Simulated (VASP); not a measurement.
# Zn (R-3m) in VASP: a series of runs

Runs on Zn. Level: PBEsol. Tasks: single point.

All numbers are computed with VASP 6.6.1; they aren't measurements. Logs are shortened: lines on timing, memory, paths and dates and some standing lists are left out, and cuts for length are marked.

### 1 The cell of the first run

It takes space group R-3m (No. 166, trigonal). The conventional cell has a = 4.014 Å, b = 4.014 Å, c = 2.998 Å, α = 90.00°, β = 90.00°, γ = 120.00°. Within 3.3 Å of Zn (site symmetry -3m) lie 14 Zn at 2.52 to 3.06 Å.

### 2 Single point, PBEsol (13.95 Å³/atom)

File INCAR:

```
SYSTEM = Zn
ALGO = Fast
EDIFF = 1E-7
ENCUT = 520
GGA = PS
ISIF = 2
ISMEAR = 0
LASPH = .True.
LCHARG = .False.
LREAL = .False.
LWAVE = .False.
NBANDS = 12
NELM = 60
PREC = Accurate
SIGMA = 0.15
```

File KPOINTS:

```
k-points
0
Gamma
  22 22 22
  0 0 0
```

File POSCAR:

```
Zn
1.0
   -1.3155229329      1.5231225383      1.5231225383
    1.5231225383     -1.3155229329      1.5231225383
    1.5231225383      1.5231225383     -1.3155229329
Zn
1
Direct
    0.0000000000      0.0000000000      0.0000000000
```

Potentials or basis: VASP PAW PBE potentials, release 64 (Zn).

Started as:

```console
cat potpaw_PBE.64/Zn/POTCAR > POTCAR
mpirun -np 1 vasp_std > vasp.out
```

OUTCAR:

```text
SYSTEM = Zn
   EDIFF = 1E-7
   ENCUT = 520
   GGA = PS
   ISIF = 2
   ISMEAR = 0
   LASPH = .True.
   LREAL = .False.
   NELM = 60
   PREC = Accurate

 ion  position               nearest neighbor table
   1  0.000  0.000  0.000-

  LATTYP: Found a trigonal (rhomboedric) cell.
 ALAT       =     2.5239661488
 COS(alpha) =    -0.2648972803

  Lattice vectors:

 A1 = (  -1.3155229329,   1.5231225383,   1.5231225383)
 A2 = (   1.5231225383,  -1.3155229329,   1.5231225383)
 A3 = (   1.5231225383,   1.5231225383,  -1.3155229329)

Analysis of symmetry for initial positions (statically):
=====================================================================
 Subroutine PRICEL returns:
 Original cell was already a primitive cell.

 Routine SETGRP: Setting up the symmetry group for a
 trigonal (rhombohedral) supercell.

 Subroutine GETGRP returns: Found 12 space group operations
 (whereof 12 operations were pure point group operations)
 out of a pool of 12 trial point group operations.

The static configuration has the point symmetry D_3d.

Analysis of symmetry for dynamics (positions and initial velocities):
=====================================================================
 Subroutine PRICEL returns:
 Original cell was already a primitive cell.

 Routine SETGRP: Setting up the symmetry group for a
 trigonal (rhombohedral) supercell.

 Subroutine GETGRP returns: Found 12 space group operations
 (whereof 12 operations were pure point group operations)
 out of a pool of 12 trial point group operations.

The dynamic configuration has the point symmetry D_3d.

 Subroutine INISYM returns: Found 12 space group operations
 (whereof 12 operations are pure point group operations),
 and found     1 'primitive' translations

----------------------------------------------------------------------------------------

                                     Primitive cell

  volume of cell :      13.9460

  direct lattice vectors                    reciprocal lattice vectors
    -1.315522933  1.523122538  1.523122538    -0.042255964  0.310024731  0.310024731
     1.523122538 -1.315522933  1.523122538     0.310024731 -0.042255964  0.310024731
     1.523122538  1.523122538 -1.315522933     0.310024731  0.310024731 -0.042255964

  length of vectors
     2.523966149  2.523966149  2.523966149     0.440472739  0.440472739  0.440472739

  position of ions in fractional coordinates (direct lattice)
     0.000000000  0.000000000  0.000000000

[... 83 lines left out ...]
   POTIM  = 0.5000    time-step for ionic-motion
   TEBEG  =    0.0;   TEEND  =   0.0 temperature during run
   PSTRESS=    0.0 pullay stress
   NELECT =      12.0000    total number of electrons
   NUPDOWN=      -1.0000    fix difference up-down
   EMIN   =  10.00;   EMAX   =-10.00  energy-range for DOS
   EFERMI =   0.00;   METHOD = LEGACY
   ISMEAR =     0;   SIGMA  =   0.15  broadening in eV -4-tet -1-fermi 0-gaus
   EFERMI_NEDOS =   21; number of points for ismear=-14 and -15
   IALGO  =     68    algorithm
   IMIX   =      4    mixing-type and parameters
     AMIX     =   0.40;   BMIX     =  1.00
     AMIX_MAG =   1.60;   BMIX_MAG =  1.00
  volume/ion in A,a.u.               =      13.95        94.11
  Fermi-wavevector in a.u.,A,eV,Ry     =   1.557108  2.942507 32.988479  2.424585
  Thomas-Fermi vector in A             =   2.660806
   LORBIT       =      0    0 simple, 1 ext, 2 COOP (PROOUT), +10 PAW based schemes
   GGA     = PS    functional components
   LHFCALC =     F    Hartree Fock is set to
   AEXX    =    0.0000 exact exchange contribution
   IVDW    =     0    specifies the selected vdW correction
   LEPSILON=     F    determine dielectric tensor
   LRPA    =     F    only Hartree local field effects (RPA)
 non-spin polarized calculation
 RMM-DIIS sequential band-by-band and
 Gauss-broadening in eV      SIGMA  =   0.15
  energy-cutoff  :      520.00
  volume of cell :       13.95
 maximum number of plane-waves:       391
   NGX =  9   NGY =  9   NGZ =  9

 number of electron      11.9999984 magnetization

 Free energy of the ion-electron system (eV)
  ---------------------------------------------------
  ext. energy  EPLUGINS =         0.00000000
  ---------------------------------------------------
  free energy    TOTEN  =        -1.45152749 eV

  energy without entropy =       -1.44768686  energy(sigma->0) =       -1.44960718

 E-fermi :   3.5453     XC(G=0): -12.1585

 val. band max:        3.5431972201   @ k =   0.2727   0.2727   0.2273
 cond. band min:       3.5533108035   @ k =   0.3636   0.2727   0.1818
 fundamental gap:      0.0101135834
 Fermi energy:         3.5452612953

 k-point     1 :       0.0000    0.0000    0.0000
  band No.  band energies     occupation
      1      -7.5409      2.00000
      2      -4.7350      2.00000
      3      -4.7350      2.00000
      4      -3.9757      2.00000
      5      -3.7116      2.00000
      6      -3.7116      2.00000
      7      20.7783      0.00000
      8      21.3909      0.00000
      9      21.3909      0.00000
     10      24.0754      0.00000
     11      24.0754      0.00000
     12      26.7994      0.00000
[... 331 lines left out ...]
 k-point    24 :      -0.4545    0.0455    0.0000
  band No.  band energies     occupation
      1      -5.2550      2.00000
      2      -4.8996      2.00000
      3      -3.7638      2.00000
      4      -3.7304      2.00000
      5      -3.6029      2.00000
      6      -1.0318      2.00000
      7       3.0606      2.00000
      8      17.3110      0.00000
      9      18.2541      0.00000
     10      21.5760      0.00000
     11      23.6033      0.00000
     12      34.5924      0.00000

 [... further k-points ...]

------------------------ aborting loop because EDIFF is reached ----------------------------------------

  FORCE on cell =-STRESS in cart. coord.  units (eV):
  Direction    XX          YY          ZZ          XY          YZ          ZX
  --------------------------------------------------------------------------------------
  -------------------------------------------------------------------------------------
  Total        0.5487898      0.5487898      0.5487898     -0.2831237     -0.2831237     -0.2831237
  in kB       63.0473621     63.0473621     63.0473621    -32.5264823    -32.5264823    -32.5264823
  external PRESSURE =      63.0473621 kB  Pullay stress =       0.0000000 kB

 VOLUME and BASIS-vectors are now :
 -----------------------------------------------------------------------------
  energy-cutoff  :      520.00
  volume of cell :       13.95
      direct lattice vectors                 reciprocal lattice vectors
    -1.315522933  1.523122538  1.523122538    -0.042255964  0.310024731  0.310024731
     1.523122538 -1.315522933  1.523122538     0.310024731 -0.042255964  0.310024731
     1.523122538  1.523122538 -1.315522933     0.310024731  0.310024731 -0.042255964

 POSITION                                       TOTAL-FORCE (eV/Angst)
 -----------------------------------------------------------------------------------
      0.00000      0.00000      0.00000         0.000000      0.000000     -0.000000
 -----------------------------------------------------------------------------------
    total drift:                                0.000000      0.000000      0.000000

  FREE ENERGIE OF THE ION-ELECTRON SYSTEM (eV)
  ---------------------------------------------------
  free  energy   TOTEN  =        -1.4515274876 eV

  energy  without entropy=       -1.4476868641  energy(sigma->0) =       -1.44960718
```

OSZICAR:

```text
N       E                     dE             d eps       ncg     rms          rms(c)
DAV:   1     0.413421489234E+02    0.41342E+02   -0.65968E+03 25692   0.162E+03
DAV:   2    -0.427887383823E+00   -0.41770E+02   -0.39326E+02 25336   0.215E+02
DAV:   3    -0.161564886314E+01   -0.11878E+01   -0.11856E+01 28324   0.360E+01
DAV:   4    -0.161810920463E+01   -0.24603E-02   -0.24602E-02 26960   0.157E+00
DAV:   5    -0.161811082040E+01   -0.16158E-05   -0.16157E-05 28048   0.393E-02    0.360E+00
RMM:   6    -0.146384743469E+01    0.15426E+00   -0.35389E-01 30310   0.806E+00    0.258E+00
RMM:   7    -0.145600508540E+01    0.78423E-02   -0.11486E-02 31581   0.163E+00    0.127E+00
RMM:   8    -0.145159763609E+01    0.44074E-02   -0.18882E-03 30458   0.379E-01    0.807E-02
RMM:   9    -0.145153996433E+01    0.57672E-04   -0.53474E-04 32293   0.357E-01    0.679E-02
RMM:  10    -0.145152732692E+01    0.12637E-04   -0.33731E-05 31847   0.665E-02    0.540E-03
RMM:  11    -0.145152748049E+01   -0.15357E-06   -0.28274E-06 30604   0.169E-02    0.142E-03
RMM:  12    -0.145152748756E+01   -0.70700E-08   -0.10474E-07 21324   0.400E-03
   1 F= -.14515275E+01 E0= -.14496072E+01  d E =-.384062E-02
```

stdout:

```text
POSCAR found type information on POSCAR Zn
 POSCAR found :  1 types and       1 ions
 scaLAPACK will be used
 -----------------------------------------------------------------------------
|                                                                             |
|                                                                             |
|     You enforced a specific xc type in the INCAR file but a different       |
|     I HOPE YOU KNOW WHAT YOU ARE DOING!                                     |
|                                                                             |
 -----------------------------------------------------------------------------

 LDA part: xc-table for (Slater+PW92), standard interpolation
 POSCAR, INCAR and KPOINTS ok, starting setup
 FFT: planning ... GRIDC
 FFT: planning ... GRID_SOFT
 FFT: planning ... GRID
 WAVECAR not read
 entering main loop
WARNING in EDDRMM: call to ZHEGV failed, returncode =   8  4     10
WARNING in EDDRMM: call to ZHEGV failed, returncode =   6  3     11
WARNING in EDDRMM: call to ZHEGV failed, returncode =   8  4     11
WARNING in EDDRMM: call to ZHEGV failed, returncode =   6  3     10
WARNING in EDDRMM: call to ZHEGV failed, returncode =   8  4     12
WARNING in EDDRMM: call to ZHEGV failed, returncode =   6  3     10
WARNING in EDDRMM: call to ZHEGV failed, returncode =   6  3     11
WARNING in EDDRMM: call to ZHEGV failed, returncode =   6  3      9
WARNING in EDDRMM: call to ZHEGV failed, returncode =   6  3     10
WARNING in EDDRMM: call to ZHEGV failed, returncode =   6  3     11
WARNING in EDDRMM: call to ZHEGV failed, returncode =   6  3     11
WARNING in EDDRMM: call to ZHEGV failed, returncode =   6  3     10
```

It took 3.5 min on 1 thread of Intel Xeon 8259CL, shared host; peak memory 0.27 GiB.

What came out:

```
Free energy            : -1.4515 eV
Pressure               : 6.3 GPa
Band gap on the k mesh : zero (bands 6 and 7 overlap by 6.08 eV)
```

Stress tensor (GPa, compression positive):
```
 6.30 -3.25 -3.25
-3.25  6.30 -3.25
-3.25 -3.25  6.30
```

Levels at points of the mesh, in eV from the Fermi level:
| k point | band 3 | band 4 | band 5 | band 6 | band 7 | band 8 | band 9 | band 10 |
| --- | --- | --- | --- | --- | --- | --- | --- | --- |
| (0.00, 0.00, 0.00) | -8.28 | -7.52 | -7.26 | -7.26 | 17.23 | 17.85 | 17.85 | 20.53 |
| (0.50, 0.00, 0.00) | -7.27 | -7.27 | -7.09 | -3.59 | -1.84 | 14.04 | 14.72 | 17.54 |
| (0.50, 0.50, 0.00) | -7.42 | -7.36 | -6.82 | -2.09 | 0.85 | 7.96 | 12.54 | 16.52 |
| (0.50, 0.50, 0.50) | -7.45 | -6.86 | -6.86 | 4.25 | 4.25 | 5.74 | 9.26 | 9.35 |

Caveat: the cell stands under pressure; the PAW data sets were made with another functional, which shifts forces and pressure a little.

### 3 Single point, PBEsol (13.95 Å³/atom)

File INCAR:

```
SYSTEM = Zn
PREC = Accurate
ENCUT = 520
EDIFF = 1E-6
ISMEAR = 0
SIGMA = 0.15
LREAL = .FALSE.
LASPH = .TRUE.
NELM = 80
ALGO = Fast
ISIF = 2
LWAVE = .FALSE.
LCHARG = .TRUE.
GGA = PS
LELF = .TRUE.
LVHAR = .TRUE.
NBANDS = 12
```

File KPOINTS:

```
Automatic mesh
0
G
  22 22 22
  0 0 0
```

File POSCAR:

```
Zn
1.0
   -0.9064331850      1.5805793950      1.5805793950
    1.5805793950     -0.9064331850      1.5805793950
    1.5805793950      1.5805793950     -0.9064331850
Zn
1
Direct
    0.0000000000      0.0000000000      0.0000000000
```

Potentials or basis: VASP PAW PBE potentials, release 64 (Zn).

Started as:

```console
cat potpaw_PBE.64/Zn/POTCAR > POTCAR
mpirun -np 1 vasp_std > vasp.out
```

OUTCAR:

```text
SYSTEM = Zn
   PREC = Accurate
   ENCUT = 520
   EDIFF = 1E-6
   ISMEAR = 0
   LREAL = .FALSE.
   LASPH = .TRUE.
   NELM = 80
   ISIF = 2
   GGA = PS

 ion  position               nearest neighbor table
   1  0.000  0.000  0.000-

  LATTYP: Found a trigonal (rhomboedric) cell.
 ALAT       =     2.4120703901
 COS(alpha) =    -0.0631046292

  Lattice vectors:

 A1 = (  -0.9064331850,   1.5805793950,   1.5805793950)
 A2 = (   1.5805793950,  -0.9064331850,   1.5805793950)
 A3 = (   1.5805793950,   1.5805793950,  -0.9064331850)

Analysis of symmetry for initial positions (statically):
=====================================================================
 Subroutine PRICEL returns:
 Original cell was already a primitive cell.

 Routine SETGRP: Setting up the symmetry group for a
 trigonal (rhombohedral) supercell.

 Subroutine GETGRP returns: Found 12 space group operations
 (whereof 12 operations were pure point group operations)
 out of a pool of 12 trial point group operations.

The static configuration has the point symmetry D_3d.

Analysis of symmetry for dynamics (positions and initial velocities):
[... 170 lines left out ...]
      3      -5.4572      2.00000
      4      -3.6704      2.00000
      5      -3.6345      2.00000
      6      -3.6345      2.00000
      7      17.9268      0.00000
      8      18.0629      0.00000
      9      18.0629      0.00000
     10      21.1494      0.00000
     11      21.1494      0.00000
     12      25.0807      0.00000
[... 331 lines left out ...]
 k-point    24 :      -0.4545    0.0455   -0.0000
  band No.  band energies     occupation
      1      -5.3023      2.00000
      2      -5.2462      2.00000
      3      -4.1976      2.00000
      4      -4.1379      2.00000
      5      -3.6112      2.00000
      6      -1.2738      2.00000
      7       1.6735      2.00000
      8      22.4676      0.00000
      9      22.7030      0.00000
     10      24.3292      0.00000
     11      25.9577      0.00000
     12      26.2947      0.00000

 [... further k-points ...]

------------------------ aborting loop because EDIFF is reached ----------------------------------------

  FORCE on cell =-STRESS in cart. coord.  units (eV):
  Direction    XX          YY          ZZ          XY          YZ          ZX
  --------------------------------------------------------------------------------------
  -------------------------------------------------------------------------------------
  Total        1.6344447      1.6344447      1.6344447     -0.1892648     -0.1892648     -0.1892648
  in kB      187.7721435    187.7721435    187.7721435    -21.7435712    -21.7435712    -21.7435712
  external PRESSURE =     187.7721435 kB  Pullay stress =       0.0000000 kB

 VOLUME and BASIS-vectors are now :
 -----------------------------------------------------------------------------
  energy-cutoff  :      520.00
  volume of cell :       13.95
      direct lattice vectors                 reciprocal lattice vectors
    -0.906433185  1.580579395  1.580579395    -0.120221576  0.281867262  0.281867262
     1.580579395 -0.906433185  1.580579395     0.281867262 -0.120221576  0.281867262
     1.580579395  1.580579395 -0.906433185     0.281867262  0.281867262 -0.120221576

 POSITION                                       TOTAL-FORCE (eV/Angst)
 -----------------------------------------------------------------------------------
      0.00000      0.00000      0.00000        -0.000000     -0.000000     -0.000000
 -----------------------------------------------------------------------------------
    total drift:                                0.000000     -0.000000     -0.000000

  FREE ENERGIE OF THE ION-ELECTRON SYSTEM (eV)
  ---------------------------------------------------
  free  energy   TOTEN  =        -1.1669842252 eV

  energy  without entropy=       -1.1634979784  energy(sigma->0) =       -1.16524110
```

stdout:

```text
POSCAR found type information on POSCAR Zn
 POSCAR found :  1 types and       1 ions
 scaLAPACK will be used
 -----------------------------------------------------------------------------
|                                                                             |
|                                                                             |
|     You enforced a specific xc type in the INCAR file but a different       |
|     I HOPE YOU KNOW WHAT YOU ARE DOING!                                     |
|                                                                             |
 -----------------------------------------------------------------------------

 LDA part: xc-table for (Slater+PW92), standard interpolation
 POSCAR, INCAR and KPOINTS ok, starting setup
 FFT: planning ... GRIDC
 FFT: planning ... GRID_SOFT
 FFT: planning ... GRID
 WAVECAR not read
 entering main loop
WARNING in EDDRMM: call to ZHEGV failed, returncode =   8  4     12
WARNING in EDDRMM: call to ZHEGV failed, returncode =   6  3     11
```

It took 2.4 min on 1 thread of Intel Xeon 8259CL, shared host; peak memory 0.26 GiB.

What came out:

| Item | Value |
| --- | --- |
| Free energy | -1.1670 eV |
| Pressure | 18.8 GPa |
| Band gap on the k mesh | zero (bands 6 and 7 overlap by 8.48 eV) |

Stress tensor (GPa, compression positive):
```
18.78 -2.17 -2.17
-2.17 18.78 -2.17
-2.17 -2.17 18.78
```

Caveat: the cell stands under pressure; the PAW data sets were made with another functional, which shifts forces and pressure a little.
